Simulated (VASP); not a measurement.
Runs of VASP 6.6.1 on CuO. The structure is that of space group P4_2/mmc (No. 131), or close to it. The cells are those of the table. 

| task | cell | cutoff (eV) | gap on the mesh (eV) | pressure (GPa) |
| --- | --- | --- | --- | --- |
| relaxation of shape and atoms at fixed volume | relaxed from a = 2.962, b = 2.962, c = 5.151 Å, angles 90.0, 90.0, 90.1°, 4 atoms | 600 | none | -7.5 |
| single point | a = 2.894, b = 2.894, c = 5.092 Å, angles 90.0, 90.0, 90.2°, 4 atoms | 520 | none | (a) |
| single point | a = 2.808, b = 2.808, c = 5.086 Å, angles 90.0, 90.0, 90.2°, 4 atoms | 520 | none | 11.6 |
| single point | a = 2.934, b = 2.934, c = 5.102 Å, angles 90.0, 90.0, 90.1°, 4 atoms | 520 | none | -3.7 |
| single point | a = 2.852, b = 2.852, c = 5.086 Å, angles 90.0, 90.0, 90.2°, 4 atoms | 520 | none | 5.8 |

Alike in all rows: level PBEsol; potentials or basis VASP PAW PBE potentials, release 64 (Cu, O); no spin polarisation; k mesh 14 × 14 × 8; smearing gaussian 0.1 eV.

Question: Estimate the missing entries.

Answer: (a) 0.8.

Caveats: the PAW data sets were made with another functional, which shifts forces and pressure a little; semilocal functionals often make such compounds metallic where correlation or magnetic order opens a gap, which also shifts bond lengths; the cell stands under pressure (at least some runs); the cell stands under tension (at least some runs).

A gap of «none» marks levels without a gap at the run's occupations.
